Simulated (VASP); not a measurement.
LiBPt: single point with PBE

LiBPt:

```
Li B Pt
1.0
     3.47248    0.00000    0.00000
    -1.73624    3.00725    0.00000
     0.00000    0.00000    3.55998
Li B Pt
1 1 1
Direct
  0.00000 0.00000 0.00000
  0.33333 0.66667 0.50000
  0.66667 0.33333 0.50000
```

The cell was generated, and may not be a known phase.

```
Program             : VASP 6.6.1
Task                : single point
Functional          : PBE
Potentials or basis : VASP PAW PBE potentials, release 64 (Li_sv, B, Pt_sv_GW)
Cutoff              : 880 eV
k mesh              : 6 × 6 × 6
Occupations         : gaussian, width 0.1 eV
Spin                : no spin polarisation
```

| Property | Result |
| --- | --- |
| Pressure | 8.6 GPa |
| Band gap on the k mesh | zero (bands 12 and 13 overlap by 1.99 eV) |

Stress tensor (GPa, compression positive):
```
9.38 0.00 0.00
0.00 9.38 0.00
0.00 0.00 7.12
```

Levels at points of the mesh, in eV from the Fermi level:
| k point | band 9 | band 10 | band 11 | band 12 | band 13 | band 14 | band 15 | band 16 |
| --- | --- | --- | --- | --- | --- | --- | --- | --- |
| (0.00, 0.00, 0.00) | -4.73 | -3.21 | -3.21 | -0.49 | 6.04 | 6.04 | 6.51 | 8.75 |
| (0.50, 0.00, 0.00) | -4.63 | -4.37 | -3.44 | -3.32 | 0.37 | 3.32 | 7.39 | 8.30 |
| (0.00, 0.00, 0.50) | -4.06 | -3.63 | -3.63 | -2.17 | 6.40 | 6.80 | 6.80 | 7.08 |
| (0.50, 0.00, 0.50) | -4.58 | -4.02 | -3.26 | -1.23 | -0.42 | 1.25 | 3.73 | 9.20 |

Wall time 40 s on 1 thread of AMD EPYC 7R43 64-Core Processor (Zen 3), with other jobs on the host, peak memory 0.21 GiB.

Caveat: the cell stands under pressure; spin-orbit coupling is left out, which moves the levels of the heavy elements.
